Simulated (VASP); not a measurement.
# BiSb (R3m) in VASP: notebook

BiSb is run at these levels: LDA; tasks: single point.

All numbers are computed with VASP 6.6.1; they aren't measurements. Logs are shortened: lines on timing, memory, paths and dates and some standing lists are left out, and cuts for length are marked.

### 1 The cell of the first run

It takes space group R3m (No. 160, trigonal). Conventional cell: a = 4.453 Å, b = 4.453 Å, c = 11.925 Å, α = 90.00°, β = 90.00°, γ = 120.00°. Within 4.0 Å of Sb (site symmetry 3m) lie 6 Bi at 3.01 to 3.53 Å. Within 4.0 Å of Bi (site symmetry 3m) lie 6 Sb at 3.01 to 3.53 Å.

### 2 Single point, LDA

Contents of INCAR:

```
PREC = Accurate
ENCUT = 520
EDIFF = 1E-6
ISMEAR = 1
SIGMA = 0.15
LREAL = F
LASPH = T
NELM = 80
ALGO = Normal
ISIF = 2
LWAVE = F
LCHARG = F
GGA = CA
NBANDS = 17
```

Contents of KPOINTS:

```
Automatic mesh
0
Gamma
  6 6 6
```

Contents of POSCAR:

```
BiSb
1.0
    2.2263000000      1.2853500000      3.9751500000
   -2.2263000000      1.2853500000      3.9751500000
    0.0000000000     -2.5707000000      3.9751500000
Sb Bi
1 1
Direct
    0.7680300000      0.7680300000      0.7680300000
    0.2319700000      0.2319700000      0.2319700000
```

Potentials or basis: VASP PAW LDA potentials, release 64 (Sb, Bi_d).

Run with:

```bash
$ cat potpaw_LDA.64/Sb/POTCAR potpaw_LDA.64/Bi_d/POTCAR > POTCAR
$ mpirun -np 1 vasp_std > vasp.out
```

OUTCAR:

```text
PREC = Accurate
   ENCUT = 520
   EDIFF = 1E-6
   ISMEAR = 1
   LREAL = F
   LASPH = T
   NELM = 80
   ISIF = 2
   GGA = CA

 ion  position               nearest neighbor table
   1  0.768  0.768  0.768-   2 3.01   2 3.01   2 3.01   2 3.53   2 3.53   2 3.53
   2  0.232  0.232  0.232-   1 3.01   1 3.01   1 3.01   1 3.53   1 3.53   1 3.53

  LATTYP: Found a trigonal (rhomboedric) cell.
 ALAT       =     4.7339575236
 COS(alpha) =     0.5576676989

  Lattice vectors:

 A1 = (   2.2263000000,   1.2853500000,   3.9751500000)
 A2 = (  -2.2263000000,   1.2853500000,   3.9751500000)
 A3 = (   0.0000000000,  -2.5707000000,   3.9751500000)

Analysis of symmetry for initial positions (statically):
=====================================================================
 Subroutine PRICEL returns:
 Original cell was already a primitive cell.

 Routine SETGRP: Setting up the symmetry group for a
 trigonal (rhombohedral) supercell.

 Subroutine GETGRP returns: Found  6 space group operations
 (whereof  6 operations were pure point group operations)
 out of a pool of 12 trial point group operations.

The static configuration has the point symmetry C_3v.

Analysis of symmetry for dynamics (positions and initial velocities):
=====================================================================
 Subroutine PRICEL returns:
 Original cell was already a primitive cell.

 Routine SETGRP: Setting up the symmetry group for a
 trigonal (rhombohedral) supercell.

 Subroutine GETGRP returns: Found  6 space group operations
 (whereof  6 operations were pure point group operations)
 out of a pool of 12 trial point group operations.

The dynamic configuration has the point symmetry C_3v.

 Subroutine INISYM returns: Found  6 space group operations
 (whereof  6 operations are pure point group operations),
 and found     1 'primitive' translations

----------------------------------------------------------------------------------------

                                     Primitive cell

  volume of cell :      68.2511

  direct lattice vectors                    reciprocal lattice vectors
     2.226300000  1.285350000  3.975150000     0.224587881  0.129666368  0.083854278
    -2.226300000  1.285350000  3.975150000    -0.224587881  0.129666368  0.083854278
[... 76 lines left out ...]
   PREC   = accura    normal or accurate (medium, high low for compatibility)
   ISTART =      0    job   : 0-new  1-cont  2-samecut
   ICHARG =      2    charge: 1-file 2-atom 10-const
   ISPIN  =      1    spin polarized calculation?
   LNONCOLLINEAR =      F non collinear calculations
   LSORBIT =      F    spin-orbit coupling
   LASPH  =      T    aspherical Exc in radial PAW
   ENCUT  =  520.0 eV  38.22 Ry    6.18 a.u.   8.80  8.80  8.80*2*pi/ulx,y,z
   NELM   =     80;   NELMIN=  2; NELMDL= -5     # of ELM steps
   EDIFF  = 0.1E-05   stopping-criterion for ELM
   LREAL  =      F    real-space projection
   EDIFFG = 0.1E-04   stopping-criterion for IOM
   NSW    =      0    number of steps for IOM
   IBRION =     -1    ionic relax: 0-MD 1-quasi-New 2-CG
   NFREE  =      0    steps in history (QN), initial steepest desc. (CG)
   ISIF   =      2    stress and relaxation
   ISYM   =      2    0-nonsym 1-usesym 2-fastsym
   POTIM  = 0.5000    time-step for ionic-motion
   TEBEG  =    0.0;   TEEND  =   0.0 temperature during run
   PSTRESS=    0.0 pullay stress
   NELECT =      20.0000    total number of electrons
   NUPDOWN=      -1.0000    fix difference up-down
   EMIN   =  10.00;   EMAX   =-10.00  energy-range for DOS
   EFERMI =   0.00;   METHOD = LEGACY
   ISMEAR =     1;   SIGMA  =   0.15  broadening in eV -4-tet -1-fermi 0-gaus
   EFERMI_NEDOS =   21; number of points for ismear=-14 and -15
   IALGO  =     38    algorithm
   IMIX   =      4    mixing-type and parameters
     AMIX     =   0.40;   BMIX     =  1.00
     AMIX_MAG =   1.60;   BMIX_MAG =  1.00
  volume/ion in A,a.u.               =      34.13       230.29
  Fermi-wavevector in a.u.,A,eV,Ry     =   1.087381  2.054851 16.087479  1.182396
  Thomas-Fermi vector in A             =   2.223539
   LORBIT       =      0    0 simple, 1 ext, 2 COOP (PROOUT), +10 PAW based schemes
   GGA     = CA    functional components
   LHFCALC =     F    Hartree Fock is set to
   AEXX    =    0.0000 exact exchange contribution
   IVDW    =     0    specifies the selected vdW correction
   LEPSILON=     F    determine dielectric tensor
   LRPA    =     F    only Hartree local field effects (RPA)
 non-spin polarized calculation
 Methfessel and Paxton  Order N= 1 SIGMA  =   0.15
  energy-cutoff  :      520.00
  volume of cell :       68.25
 maximum number of plane-waves:      1856
   NGX = 17   NGY = 17   NGZ = 17

 number of electron      19.9999998 magnetization

 Free energy of the ion-electron system (eV)
  ---------------------------------------------------
  ext. energy  EPLUGINS =         0.00000000
  ---------------------------------------------------
  free energy    TOTEN  =        -9.36082014 eV

  energy without entropy =       -9.36024728  energy(sigma->0) =       -9.36062919

 E-fermi :   5.9426     XC(G=0):  -9.5706

 val. band max:        5.8742770640   @ k =   0.3333   0.1667   0.1667
 cond. band min:       5.9851752291   @ k =   0.5000   0.0000   0.0000
 fundamental gap:      0.1108981651
 Fermi energy:         5.9425904356

 k-point     1 :       0.0000    0.0000    0.0000
  band No.  band energies     occupation
      1     -16.8017      2.00000
      2     -16.8017      2.00000
      3     -16.7852      2.00000
      4     -16.7843      2.00000
      5     -16.7842      2.00000
      6      -6.6818      2.00000
[... 457 lines left out ...]
      4     -16.7782      2.00000
      5     -16.7739      2.00000
      6      -4.8509      2.00000
[... 9 lines left out ...]
     16      15.5141      0.00000
     17      16.3370      0.00000

 [... further k-points ...]
[... 5 lines left out ...]
  --------------------------------------------------------------------------------------
  -------------------------------------------------------------------------------------
  Total       -1.0793242     -1.0793160     -1.2400302     -0.0000000     -0.0000000      0.0000000
  in kB      -25.3368511    -25.3366577    -29.1093827     -0.0000000     -0.0000000      0.0000000
  external PRESSURE =     -26.5942972 kB  Pullay stress =       0.0000000 kB

 VOLUME and BASIS-vectors are now :
 -----------------------------------------------------------------------------
  energy-cutoff  :      520.00
  volume of cell :       68.25
      direct lattice vectors                 reciprocal lattice vectors
     2.226300000  1.285350000  3.975150000     0.224587881  0.129666368  0.083854278
    -2.226300000  1.285350000  3.975150000    -0.224587881  0.129666368  0.083854278
     0.000000000 -2.570700000  3.975150000     0.000000000 -0.259332737  0.083854278

 POSITION                                       TOTAL-FORCE (eV/Angst)
 -----------------------------------------------------------------------------------
      0.00000      0.00000      9.15910         0.000000      0.000000      0.065030
      0.00000      0.00000      2.76635         0.000000     -0.000000     -0.065030
 -----------------------------------------------------------------------------------
    total drift:                                0.000000      0.000074     -0.000768

  FREE ENERGIE OF THE ION-ELECTRON SYSTEM (eV)
  ---------------------------------------------------
  free  energy   TOTEN  =        -9.3608201426 eV

  energy  without entropy=       -9.3602472825  energy(sigma->0) =       -9.36062919
```

stdout:

```text
POSCAR found type information on POSCAR SbBi
 POSCAR found :  2 types and       2 ions
 scaLAPACK will be used
 LDA part: xc-table for (Slater(with rela. corr.)+CA(PZ))
 , standard interpolation
 POSCAR, INCAR and KPOINTS ok, starting setup
 FFT: planning ... GRIDC
 FFT: planning ... GRID_SOFT
 FFT: planning ... GRID
 WAVECAR not read
 entering main loop
```

It took 52 s on 1 thread of Oxide Virtual Turin-like, shared host; peak memory 0.16 GiB.

Results:

* Free energy: -9.3608 eV
* Pressure: -2.7 GPa
* Largest force: 0.065 eV/Å
* Band gap on the k mesh: 0.11 eV, indirect (least direct gap 0.36 eV)

Forces in eV/Å, atoms in the order of the input:
```
Sb   0.000  0.000  0.065
Bi   0.000  0.000 -0.065
```

Caveat: spin-orbit coupling is left out, which moves the levels of the heavy elements. A k mesh can miss the band edges.

### 3 Single point, LDA, non-collinear spin, zero start, spin-orbit coupling

Contents of INCAR:

```
PREC = Accurate
ENCUT = 520
EDIFF = 1E-6
ISMEAR = 1
SIGMA = 0.15
LREAL = False
LASPH = True
NELM = 150
ALGO = Normal
ISIF = 2
LWAVE = False
LCHARG = False
MAGMOM = 0 0 0 0 0 0
LORBIT = 11
LSORBIT = True
GGA_COMPAT = False
LORBMOM = True
GGA = CA
NBANDS = 32
```

KPOINTS is that of step 2.

POSCAR is that of step 2.

Potentials or basis: VASP PAW LDA potentials, release 64 (Sb, Bi_d).

Run with:

```bash
$ cat potpaw_LDA.64/Sb/POTCAR potpaw_LDA.64/Bi_d/POTCAR > POTCAR
$ mpirun -np 1 vasp_ncl > vasp.out
```

OUTCAR:

```text
PREC = Accurate
   ENCUT = 520
   EDIFF = 1E-6
   ISMEAR = 1
   LREAL = False
   LASPH = True
   NELM = 150
   ISIF = 2
   LORBIT = 11
   LSORBIT = True
   GGA = CA

 ion  position               nearest neighbor table
   1  0.768  0.768  0.768-   2 3.01   2 3.01   2 3.01   2 3.53   2 3.53   2 3.53
   2  0.232  0.232  0.232-   1 3.01   1 3.01   1 3.01   1 3.53   1 3.53   1 3.53

  LATTYP: Found a trigonal (rhomboedric) cell.
 ALAT       =     4.7339575236
 COS(alpha) =     0.5576676989

  Lattice vectors:

 A1 = (   2.2263000000,   1.2853500000,   3.9751500000)
 A2 = (  -2.2263000000,   1.2853500000,   3.9751500000)
 A3 = (   0.0000000000,  -2.5707000000,   3.9751500000)

Analysis of symmetry for initial positions (statically):
=====================================================================
 Subroutine PRICEL returns:
 Original cell was already a primitive cell.

 Routine SETGRP: Setting up the symmetry group for a
 trigonal (rhombohedral) supercell.

 Subroutine GETGRP returns: Found  6 space group operations
 (whereof  6 operations were pure point group operations)
 out of a pool of 12 trial point group operations.

The static configuration has the point symmetry C_3v.

Analysis of symmetry for dynamics (positions and initial velocities):
=====================================================================
 Subroutine PRICEL returns:
 Original cell was already a primitive cell.

 Routine SETGRP: Setting up the symmetry group for a
 trigonal (rhombohedral) supercell.

 Subroutine GETGRP returns: Found  6 space group operations
 (whereof  6 operations were pure point group operations)
 out of a pool of 12 trial point group operations.

The dynamic configuration has the point symmetry C_3v.

Analysis of structural, dynamic, and magnetic symmetry:
=====================================================================
 Subroutine PRICEL returns:
 Original cell was already a primitive cell.

 Routine SETGRP: Setting up the symmetry group for a
 trigonal (rhombohedral) supercell.

[... 1049 lines left out ...]
  1         0.000   0.000   0.000
  2         0.000   0.000   0.000
 ----------------------------------------
            0.000   0.000   0.000

 orbital moment (z)

 # of ion     p       d       tot
 ----------------------------------------
  1         0.000  -0.000  -0.000
  2         0.000   0.000   0.000
 ----------------------------------------
            0.000   0.000   0.000

 Spin-Orbit-Coupling matrix elements

 Ion:    1  E_soc:     -0.1640270
 l=   1
     0.0000000    -0.0275268    -0.0268181
    -0.0275268     0.0000000    -0.0275268
    -0.0268181    -0.0275268     0.0000000
 l=   2
     0.0000000    -0.0000059     0.0000000    -0.0000059    -0.0000362
    -0.0000059     0.0000000    -0.0000323    -0.0000173    -0.0000059
     0.0000000    -0.0000323     0.0000000    -0.0000323     0.0000000
    -0.0000059    -0.0000173    -0.0000323     0.0000000    -0.0000059
    -0.0000362    -0.0000059     0.0000000    -0.0000059     0.0000000
 l=   3
     0.0000000     0.0000000     0.0000000     0.0000000     0.0000000     0.0000000     0.0000000
     0.0000000     0.0000000     0.0000000     0.0000000     0.0000000     0.0000000     0.0000000
     0.0000000     0.0000000     0.0000000     0.0000000     0.0000000     0.0000000     0.0000000
     0.0000000     0.0000000     0.0000000     0.0000000     0.0000000     0.0000000     0.0000000
     0.0000000     0.0000000     0.0000000     0.0000000     0.0000000     0.0000000     0.0000000
     0.0000000     0.0000000     0.0000000     0.0000000     0.0000000     0.0000000     0.0000000
     0.0000000     0.0000000     0.0000000     0.0000000     0.0000000     0.0000000     0.0000000

 Ion:    2  E_soc:     -1.6211616
 l=   1
     0.0000000    -0.2044218    -0.2008107
    -0.2044218     0.0000000    -0.2044218
    -0.2008107    -0.2044218     0.0000000
 l=   2
     0.0000000    -0.0133718     0.0000000    -0.0133719    -0.0537748
    -0.0133718     0.0000000    -0.0402151    -0.0132340    -0.0133718
     0.0000000    -0.0402151     0.0000000    -0.0402152     0.0000000
    -0.0133719    -0.0132340    -0.0402152     0.0000000    -0.0133719
    -0.0537748    -0.0133718     0.0000000    -0.0133719     0.0000000
 l=   3
     0.0000000     0.0000000     0.0000000     0.0000000     0.0000000     0.0000000     0.0000000
     0.0000000     0.0000000     0.0000000     0.0000000     0.0000000     0.0000000     0.0000000
     0.0000000     0.0000000     0.0000000     0.0000000     0.0000000     0.0000000     0.0000000
     0.0000000     0.0000000     0.0000000     0.0000000     0.0000000     0.0000000     0.0000000
     0.0000000     0.0000000     0.0000000     0.0000000     0.0000000     0.0000000     0.0000000
     0.0000000     0.0000000     0.0000000     0.0000000     0.0000000     0.0000000     0.0000000
     0.0000000     0.0000000     0.0000000     0.0000000     0.0000000     0.0000000     0.0000000

 total charge

# of ion       s       p       d       tot
------------------------------------------
    1        1.219   1.171   0.024   2.414
    2        1.537   1.334   9.920  12.791
--------------------------------------------------
tot          2.755   2.505   9.945  15.205

 magnetization (x)

# of ion       s       p       d       tot
------------------------------------------
    1        0.000   0.000   0.000   0.000
    2        0.000   0.000   0.000   0.000
--------------------------------------------------
tot          0.000   0.000   0.000   0.000

 magnetization (y)

# of ion       s       p       d       tot
------------------------------------------
    1        0.000  -0.000   0.000  -0.000
    2       -0.000   0.000   0.000  -0.000
--------------------------------------------------
tot         -0.000  -0.000   0.000  -0.000

 magnetization (z)

# of ion       s       p       d       tot
------------------------------------------
    1        0.000   0.000   0.000   0.000
    2        0.000   0.000   0.000   0.000
--------------------------------------------------
tot          0.000   0.000   0.000   0.000
```

Run time: 4.5 min. Hardware: 1 thread of Oxide Virtual Turin-like, shared host; peak memory 0.37 GiB.

What came out:

| Item | Value |
| --- | --- |
| Free energy | -10.2147 eV |
| Pressure | -2.1 GPa |
| Largest force | 0.040 eV/Å |
| Net moment | 0.00 μB per cell |
| Valence electrons inside the program's atomic spheres | Sb 2.41; Bi 12.79 |

Forces on the atoms (eV/Å):
```
Sb   0.000  0.000  0.040
Bi   0.000  0.000 -0.040
```

Moments on the atoms (μB; x, y, z):
```
Sb  0.00 0.00 0.00
Bi  0.00 0.00 0.00
```
